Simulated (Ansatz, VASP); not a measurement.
**Cu3O2: VASP beside Ansatz**

File INCAR:

```
SYSTEM = Cu3O2
ALGO     = Normal         ! electronic algorithm
EDIFF    = 1E-6           ! SCF threshold, eV
EDIFFG   = -0.01          ! ionic threshold
ENCUT    = 600            ! plane-wave cutoff, eV
IBRION   = 2              ! ionic algorithm
ISIF     = 3              ! what is computed and relaxed
ISMEAR   = -1             ! smearing method
LASPH    = .True.         ! aspherical terms in the spheres
LCHARG   = .False.        ! write CHGCAR
LREAL    = .False.        ! projectors in reciprocal space
LWAVE    = .False.        ! write WAVECAR
NELM     = 80             ! most SCF steps
NSW      = 60             ! ionic steps
PREC     = Accurate       ! precision mode
SIGMA    = 0.05           ! smearing width, eV
```

The input KPOINTS:

```
k-points
0
Gamma
  9 9 9
  0 0 0
```

POSCAR

```
Cu3O2
1.0
   -2.0229820000      2.0229820000      3.6736170000
    2.0229820000     -2.0229820000      3.6736170000
    2.0229820000      2.0229820000     -3.6736170000
Cu O
3 2
Direct
    0.0000000000      0.0000000000      0.0000000000
    0.7500000000      0.2500000000      0.5000000000
    0.2500000000      0.7500000000      0.5000000000
    0.5000000000      0.0000000000      0.5000000000
    0.0000000000      0.5000000000      0.5000000000
```

input.yaml

```yaml
crystal:
  lattice:
    - [-2.022982, 2.022982, 3.673617]
    - [2.022982, -2.022982, 3.673617]
    - [2.022982, 2.022982, -3.673617]
  atoms:
    - { symbol: Cu, position: [0.0, 0.0, 0.0] }
    - { symbol: Cu, position: [0.75, 0.25, 0.5] }
    - { symbol: Cu, position: [0.25, 0.75, 0.5] }
    - { symbol: O, position: [0.5, 0.0, 0.5] }
    - { symbol: O, position: [0.0, 0.5, 0.5] }
hamiltonian:
  xc: lda
  pseudopotentials: { kind: paw }
kpoints:
  mp_grid: { grid: [9, 9, 9] }
scf:
  occupations: { method: fermi_dirac, width: 0.05 }
output:
  forces: true
  stress: true
  eigenvalues: true
  write_density: true
  write_potential: true
  elf: true
  volumetric_format: npy
relax:
  f_tol: 0.01
  max_steps: 40
  cell: { stress_tol: 0.05 }
```

Alike in both runs: task relaxation of cell and atoms; functional LDA; k mesh 9 × 9 × 9; occupations fermi-dirac, width 0.05 eV; no spin polarisation.

```csv
,VASP,Ansatz
version,VASP 6.6.1,Ansatz 0.2.0
potentials or method,"VASP PAW LDA potentials, release 64 (Cu, O)",Ansatz PAW
plane-wave cutoff (eV),600,420
valence electrons in the cell,45,69
```

VASP gave:

| Property | Result |
| --- | --- |
| gap on the k mesh at the Fermi level, each at its own relaxed structure (eV) | none |
| relaxed volume (Å³/atom) | 11.02 |
| relaxed cell length with the largest relative difference (Å) | 4.542 |

What did Ansatz give for the same quantities?

gap on the k mesh at the Fermi level, each at its own relaxed structure (eV): none; relaxed volume (Å³/atom): 10.98; relaxed cell length with the largest relative difference (Å): 4.532.

LDA's correlation is that of Perdew and Zunger in VASP and of Perdew and Wang (1992) in Ansatz. A gap of «none» marks a metal or a gap that the smearing closes. VASP's potentials hold 45 valence electrons a cell and Ansatz's 69, so a difference there can come from the potentials and not from the codes.

Noted on Ansatz's run: the plane-wave basis is chosen anew once the cell has moved, so the energies of steps on either side of that aren't comparable.
